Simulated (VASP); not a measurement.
# Ru (P6_3/mmc) in VASP: notebook, part 2 of 2

VASP 6.6.1. The steps go on from the part before.

## (3) Single point, PBE

This run uses another cell than the first one, of 14.50 Å³/atom.

INCAR

```
PREC = Accurate
ENCUT = 520
EDIFF = 1E-6
ISMEAR = 0
SIGMA = 0.1
LREAL = F
LASPH = T
NELM = 80
ALGO = Normal
ISIF = 2
LWAVE = F
LCHARG = F
GGA = PE
NBANDS = 36
```

KPOINTS

```
regular mesh
0
Gamma
  9 9 2
```

POSCAR

```
Ru
1.0
    2.7485537587      0.0000000000      0.0000000000
   -1.3742768793      2.3803173787      0.0000000000
    0.0000000000      0.0000000000      8.8646283618
Ru
4
Direct
    0.0000000000      0.0000000000      0.0000000000
    0.0000000000      0.0000000000      0.5000000000
    0.3333333333      0.6666666667      0.7500000000
    0.6666666667      0.3333333333      0.2500000000
```

Potentials or basis: VASP PAW PBE potentials, release 64 (Ru_pv).

Started as:

```bash
> cat potpaw_PBE.64/Ru_pv/POTCAR > POTCAR
> mpirun -np 1 vasp_std > vasp.out
```

OUTCAR:

```text
PREC = Accurate
   ENCUT = 520
   EDIFF = 1E-6
   ISMEAR = 0
   LREAL = F
   LASPH = T
   NELM = 80
   ISIF = 2
   GGA = PE

 ion  position               nearest neighbor table
   1  0.000  0.000  0.000-   3 2.73   4 2.73   3 2.73   4 2.73   4 2.73   3 2.73
   2  0.000  0.000  0.500-   3 2.73   4 2.73   3 2.73   4 2.73   4 2.73   3 2.73
   3  0.333  0.667  0.750-   1 2.73   2 2.73   1 2.73   2 2.73   1 2.73   2 2.73
   4  0.667  0.333  0.250-   1 2.73   2 2.73   1 2.73   2 2.73   1 2.73   2 2.73

  LATTYP: Found a hexagonal cell.
 ALAT       =     2.7485537587
 C/A-ratio  =     3.2251973729

  Lattice vectors:

 A1 = (   2.7485537587,   0.0000000000,   0.0000000000)
 A2 = (  -1.3742768793,   2.3803173787,   0.0000000000)
 A3 = (   0.0000000000,   0.0000000000,   8.8646283618)

Analysis of symmetry for initial positions (statically):
=====================================================================
 Subroutine PRICEL returns:
 Original cell was already a primitive cell.

 Routine SETGRP: Setting up the symmetry group for a
 hexagonal supercell.

 Subroutine GETGRP returns: Found 24 space group operations
 (whereof 12 operations were pure point group operations)
 out of a pool of 24 trial point group operations.

The static configuration has the point symmetry D_3d.
 The point group associated with its full space group is D_6h.

Analysis of symmetry for dynamics (positions and initial velocities):
=====================================================================
 Subroutine PRICEL returns:
 Original cell was already a primitive cell.

 Routine SETGRP: Setting up the symmetry group for a
 hexagonal supercell.

 Subroutine GETGRP returns: Found 24 space group operations
 (whereof 12 operations were pure point group operations)
 out of a pool of 24 trial point group operations.

[... 118 lines left out ...]
   EFERMI =   0.00;   METHOD = LEGACY
   ISMEAR =     0;   SIGMA  =   0.10  broadening in eV -4-tet -1-fermi 0-gaus
   EFERMI_NEDOS =   21; number of points for ismear=-14 and -15
   IALGO  =     38    algorithm
   IMIX   =      4    mixing-type and parameters
     AMIX     =   0.40;   BMIX     =  1.00
     AMIX_MAG =   1.60;   BMIX_MAG =  1.00
  volume/ion in A,a.u.               =      14.50        97.84
  Fermi-wavevector in a.u.,A,eV,Ry     =   1.618096  3.057758 35.623247  2.618235
  Thomas-Fermi vector in A             =   2.712414
   LORBIT       =      0    0 simple, 1 ext, 2 COOP (PROOUT), +10 PAW based schemes
   GGA     = PE    functional components
   LHFCALC =     F    Hartree Fock is set to
   AEXX    =    0.0000 exact exchange contribution
   IVDW    =     0    specifies the selected vdW correction
   LEPSILON=     F    determine dielectric tensor
   LRPA    =     F    only Hartree local field effects (RPA)
 non-spin polarized calculation
 Gauss-broadening in eV      SIGMA  =   0.10
  energy-cutoff  :      520.00
  volume of cell :       58.00
 maximum number of plane-waves:      1579
   NGX = 11   NGY = 11   NGZ = 33

 number of electron      56.0000010 magnetization

 Free energy of the ion-electron system (eV)
  ---------------------------------------------------
  ext. energy  EPLUGINS =         0.00000000
  ---------------------------------------------------
  free energy    TOTEN  =       -36.58617810 eV

  energy without entropy =      -36.56270523  energy(sigma->0) =      -36.57444166

 E-fermi :  11.6786     XC(G=0): -13.7148

 val. band max:       11.6356823972   @ k =   0.2222   0.2222   0.0000
 cond. band min:      11.6862361159   @ k =   0.2222   0.1111   0.5000
 fundamental gap:      0.0505537187
 Fermi energy:        11.6786072472

 k-point     1 :       0.0000    0.0000    0.0000
  band No.  band energies     occupation
      1     -31.6803      2.00000
      2     -31.2817      2.00000
      3     -31.2153      2.00000
      4     -30.9714      2.00000
      5     -30.9714      2.00000
      6     -30.9188      2.00000
[... 925 lines left out ...]
     35      18.9954      0.00000
     36      18.9954      0.00000

------------------------ aborting loop because EDIFF is reached ----------------------------------------

  FORCE on cell =-STRESS in cart. coord.  units (eV):
  Direction    XX          YY          ZZ          XY          YZ          ZX
  --------------------------------------------------------------------------------------
  -------------------------------------------------------------------------------------
  Total       -5.1482367     -5.1482367     -4.4570991     -0.0000000     -0.0000000     -0.0000000
  in kB     -142.2228737   -142.2228737   -123.1298176     -0.0000000     -0.0000000     -0.0000000
  external PRESSURE =    -135.8585217 kB  Pullay stress =       0.0000000 kB

 VOLUME and BASIS-vectors are now :
 -----------------------------------------------------------------------------
  energy-cutoff  :      520.00
  volume of cell :       58.00
      direct lattice vectors                 reciprocal lattice vectors
     2.748553759  0.000000000  0.000000000     0.363827703  0.210056022  0.000000000
    -1.374276879  2.380317379  0.000000000     0.000000000  0.420112044  0.000000000
     0.000000000  0.000000000  8.864628362     0.000000000  0.000000000  0.112807888

 POSITION                                       TOTAL-FORCE (eV/Angst)
 -----------------------------------------------------------------------------------
      0.00000      0.00000      0.00000         0.000000      0.000000      0.000000
      0.00000      0.00000      4.43231         0.000000      0.000000      0.000000
     -0.00000      1.58688      6.64847         0.000000      0.000000     -0.000000
      1.37428      0.79344      2.21616        -0.000000     -0.000000     -0.000000
 -----------------------------------------------------------------------------------
    total drift:                                0.000000     -0.000000      0.000000

  FREE ENERGIE OF THE ION-ELECTRON SYSTEM (eV)
  ---------------------------------------------------
  free  energy   TOTEN  =       -36.5861780972 eV

  energy  without entropy=      -36.5627052315  energy(sigma->0) =      -36.57444166
```

OSZICAR:

```text
N       E                     dE             d eps       ncg     rms          rms(c)
DAV:   1     0.667403078662E+03    0.66740E+03   -0.33767E+04  1728   0.170E+03
DAV:   2    -0.192646702387E+02   -0.68667E+03   -0.66995E+03  1816   0.529E+02
DAV:   3    -0.390522324315E+02   -0.19788E+02   -0.19100E+02  1856   0.956E+01
DAV:   4    -0.393491188045E+02   -0.29689E+00   -0.29599E+00  2056   0.994E+00
DAV:   5    -0.393542379902E+02   -0.51192E-02   -0.51188E-02  1944   0.121E+00    0.215E+01
DAV:   6    -0.367460644772E+02    0.26082E+01   -0.74441E+00  1760   0.199E+01    0.499E+00
DAV:   7    -0.366021361468E+02    0.14393E+00   -0.46944E-01  1812   0.445E+00    0.134E+00
DAV:   8    -0.365981975225E+02    0.39386E-02   -0.56913E-02  1808   0.242E+00    0.103E+00
DAV:   9    -0.365870436836E+02    0.11154E-01   -0.56179E-02  1792   0.241E+00    0.327E-01
DAV:  10    -0.365861455812E+02    0.89810E-03   -0.49398E-03  1852   0.720E-01    0.534E-02
DAV:  11    -0.365861782238E+02   -0.32643E-04   -0.25669E-04  2248   0.121E-01    0.289E-02
DAV:  12    -0.365861766625E+02    0.15613E-05   -0.17091E-05  1820   0.325E-02    0.578E-03
DAV:  13    -0.365861789050E+02   -0.22424E-05   -0.39380E-06  1492   0.155E-02    0.427E-03
DAV:  14    -0.365861780972E+02    0.80774E-06   -0.28141E-07   888   0.443E-03
   1 F= -.36586178E+02 E0= -.36574442E+02  d E =-.234729E-01
```

stdout:

```text
POSCAR found type information on POSCAR Ru
 POSCAR found :  1 types and       4 ions
 scaLAPACK will be used
 LDA part: xc-table for (Slater+PW92), standard interpolation
 POSCAR, INCAR and KPOINTS ok, starting setup
 FFT: planning ... GRIDC
 FFT: planning ... GRID_SOFT
 FFT: planning ... GRID
 WAVECAR not read
 entering main loop
```

Run time: 37 s. Hardware: 1 thread of Intel Xeon Platinum 8488C (Sapphire Rapids), shared host; peak memory 0.18 GiB.

What came out:

```
Free energy            : -36.5862 eV
Pressure               : -13.6 GPa
Band gap on the k mesh : zero (bands 28 and 29 overlap by 2.27 eV)
```

Levels at points of the mesh, in eV from the Fermi level:
```tsv
k point	band 25	band 26	band 27	band 28	band 29	band 30	band 31	band 32
(0.00, 0.00, 0.00)	-2.06	-1.96	-1.96	-0.74	-0.74	-0.08	-0.08	0.49
(0.00, 0.00, 0.50)	-2.22	-2.22	-0.67	-0.67	-0.38	-0.38	-0.38	-0.38
```

Caveat: the cell stands under tension.

## (4) Relaxation of cell and atoms, PBE

This run uses another cell than the first one, of 14.50 Å³/atom.

INCAR

```
PREC     = Accurate       # precision mode
ENCUT    = 600            # plane-wave cutoff, eV
EDIFF    = 1E-6           # SCF threshold, eV
ISMEAR   = 0              # smearing method
SIGMA    = 0.1            # smearing width, eV
LREAL    = False          # projectors in reciprocal space
LASPH    = True           # aspherical terms in the spheres
NELM     = 60             # most SCF steps
ALGO     = Fast           # electronic algorithm
ISIF     = 3              # what is computed and relaxed
LWAVE    = False          # write WAVECAR
LCHARG   = False          # write CHGCAR
GGA      = PE             # functional
IBRION   = 2              # ionic algorithm
NSW      = 90             # ionic steps
EDIFFG   = -0.04          # ionic threshold
```

KPOINTS is that of step 3.

POSCAR is that of step 3.

Started as:

```bash
> cat potpaw_PBE.64/Ru_pv/POTCAR > POTCAR
> mpirun -np 1 vasp_std > vasp.out
```

Wall time 4.8 min (1 thread of Intel Xeon Platinum 8488C (Sapphire Rapids), shared host); peak memory 0.21 GiB.

It converged, with:

* Free energy: -36.7145 eV
* Relaxed volume: 13.79 Å³/atom
* Relaxed cell: a = 2.697 Å, b = 2.697 Å, c = 8.754 Å, α = 90.00°, β = 90.00°, γ = 120.00°
* Space group after relaxing (to 0.1 Å): P6_3/mmc (No. 194)
* Energy gained by relaxing: 31.8 meV/atom
* Ionic steps: 7
* Pressure after relaxing: 0.2 GPa
* Band gap on the k mesh: zero (bands 28 and 29 overlap by 2.47 eV)

The path:
```
step  energy change (eV)  largest force (eV/Å)  pressure (GPa)  volume (Å³)
   1              0.0000                0.0000          -13.61        58.00
   2              0.9667                0.0000           57.67        48.26
   3             -0.1261                0.0000           -0.79        55.32
   4             -0.1265                0.0000           -0.06        55.20
   5             -0.1265                0.0000            0.29        55.15
   6             -0.1270                0.0000            0.19        55.15
   7             -0.1273                0.0000            0.20        55.15
```

Final structure:
```xyz
4
Lattice="2.6970 0.0000 0.0000 -1.3485 2.3357 0.0000 0.0000 0.0000 8.7544" Properties=species:S:1:pos:R:3 pbc="T T T"
Ru    0.0000    0.0000    0.0000
Ru    0.0000    0.0000    4.3772
Ru    0.0000    1.5571    6.5658
Ru    1.3485    0.7786    2.1886
```

Levels at points of the mesh, in eV from the Fermi level:
| k point | band 26 | band 27 | band 28 | band 29 | band 30 | band 31 |
| --- | --- | --- | --- | --- | --- | --- |
| (0.00, 0.00, 0.00) | -2.12 | -2.12 | -0.78 | -0.78 | -0.06 | -0.06 |
| (0.00, 0.00, 0.50) | -2.38 | -0.75 | -0.75 | -0.39 | -0.39 | -0.39 |

## (5) The runs side by side

```tsv
task	cell	cutoff (eV)	gap on the mesh (eV)	pressure (GPa)
single point	a = 2.698, b = 2.698, c = 8.757 Å, angles 90.0, 90.0, 120.0°, 4 atoms	520	none	-0.1
single point	a = 2.749, b = 2.749, c = 8.865 Å, angles 90.0, 90.0, 120.0°, 4 atoms	520	none	-13.6
relaxation of cell and atoms	relaxed from a = 2.749, b = 2.749, c = 8.865 Å, angles 90.0, 90.0, 120.0°, 4 atoms	600	none	0.2
```

Alike in all rows: level PBE; potentials or basis VASP PAW PBE potentials, release 64 (Ru_pv); no spin polarisation; k mesh 9 × 9 × 2; smearing gaussian 0.1 eV.

Caveats: the cell stands under tension (at least some runs).

Total energies depend on the potentials used, so only differences within one code and one set of settings carry meaning.

The gap in the log of VASP goes by the Fermi energy; the results here count the filled bands.